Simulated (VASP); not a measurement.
Runs of VASP 6.6.1 on BN. The structure is that of space group Cm (No. 8), or close to it. The cells are those of the table. 

```csv
cell,gap on the mesh (eV),pressure (GPa),largest force (eV/Å)
"a = 2.564, b = 2.564, c = 13.204 Å, angles 74.5, 74.5, 60.0°, 12 atoms",(a),-0.3,1.98
"a = 2.564, b = 2.564, c = 12.696 Å, angles 82.7, 82.7, 60.0°, 12 atoms",(b),3.1,3.85
"a = 2.564, b = 2.564, c = 12.610 Å, angles 85.6, 85.6, 60.0°, 12 atoms",(c),2.9,4.61
"a = 2.564, b = 2.564, c = 12.995 Å, angles 77.2, 77.2, 60.0°, 12 atoms",2.56,-0.5,2.43
"a = 2.564, b = 2.564, c = 12.825 Å, angles 79.9, 79.9, 60.0°, 12 atoms",2.56,-0.4,1.63
```

Alike in all rows: task single point; level PBE; potentials or basis VASP PAW PBE potentials, release 64 (B, N); no spin polarisation; k mesh 10 × 10 × 2; cutoff (eV) 520; smearing gaussian 0.05 eV.

Q: Fill in the values left out.

A: (a) 3.89; (b) 2.15; (c) 2.28.

Caveats: forces of over 1 eV/Å act on the atoms, so gaps and moduli don't describe the material at rest; the cell stands under pressure (at least some runs).

A k mesh can miss the band edges.
